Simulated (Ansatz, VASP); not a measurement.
Two plane-wave programs on CdSe4

The input INCAR:

```
ALGO = Normal
EDIFF = 1E-7
EDIFFG = -0.01
ENCUT = 600
GGA = PE
IBRION = 2
ISIF = 3
ISMEAR = 0
LASPH = True
LCHARG = False
LREAL = False
LWAVE = False
NELM = 80
NSW = 100
PREC = Accurate
SIGMA = 0.1
```

Contents of KPOINTS:

```
k-points
0
Gamma
  8 8 8
```

The input POSCAR:

```
CdSe4
1.0
    5.0756042318      0.0000000000      0.0000000000
    0.0000000000      5.0756042318      0.0000000000
    0.0000000000      0.0000000000      5.0756042318
Cd Se
1 4
Direct
    0.0000000000      0.0000000000      0.0000000000
    0.3071506745      0.3071506745      0.3071506745
    0.6928493255      0.6928493255      0.3071506745
    0.3071506745      0.6928493255      0.6928493255
    0.6928493255      0.3071506745      0.6928493255
```

Input for Ansatz:

```yaml
crystal:
  lattice:
    - [5.0756042318, 0.0, 0.0]
    - [0.0, 5.0756042318, 0.0]
    - [0.0, 0.0, 5.0756042318]
  atoms:
    - { symbol: Cd, position: [0.0, 0.0, 0.0] }
    - { symbol: Se, position: [0.3071506745, 0.3071506745, 0.3071506745] }
    - { symbol: Se, position: [0.6928493255, 0.6928493255, 0.3071506745] }
    - { symbol: Se, position: [0.3071506745, 0.6928493255, 0.6928493255] }
    - { symbol: Se, position: [0.6928493255, 0.3071506745, 0.6928493255] }
basis:
  ecutwfc: 420
kpoints:
  mp_grid: { grid: [8, 8, 8] }
hamiltonian:
  xc: pbe
scf:
  occupations: { method: gaussian, width: 0.1 }
output:
  forces: true
  stress: true
  eigenvalues: true
  write_density: true
  write_potential: true
  elf: true
  volumetric_format: npy
relax:
  adjacent_minimum: "off"
  f_tol: 0.01
  max_steps: 80
  cell: { stress_tol: 0.05 }
```

Change from the starting cell: species swapped into the SnI4 type (P-43m, No. 215).

Alike in both runs: task relaxation of cell and atoms; functional PBE; k mesh 8 × 8 × 8; occupations gaussian, width 0.1 eV; no spin polarisation.

|  | VASP | Ansatz |
| --- | --- | --- |
| version | VASP 6.6.1 | Ansatz 0.2.0 |
| potentials or method | VASP PAW PBE potentials, release 64 (Cd, Se), cutoff 600 eV | scalar-relativistic, plane waves, PAW |
| valence electrons in the cell | 36 | 84 |

|  | VASP | Ansatz | Ansatz less VASP |
| --- | --- | --- | --- |
| gap on the k mesh at the Fermi level, each at its own relaxed structure (eV) | none | none | - |
| relaxed volume (Å³/atom) | 26.06 | 25.98 | -0.088 |
| relaxed cell length with the largest relative difference (Å) | 5.070 | 5.064 | -0.0057 |

A gap of «none» marks a metal or a gap that the smearing closes. VASP's potentials hold 36 valence electrons a cell and Ansatz's 84, so a difference there can come from the potentials and not from the codes.
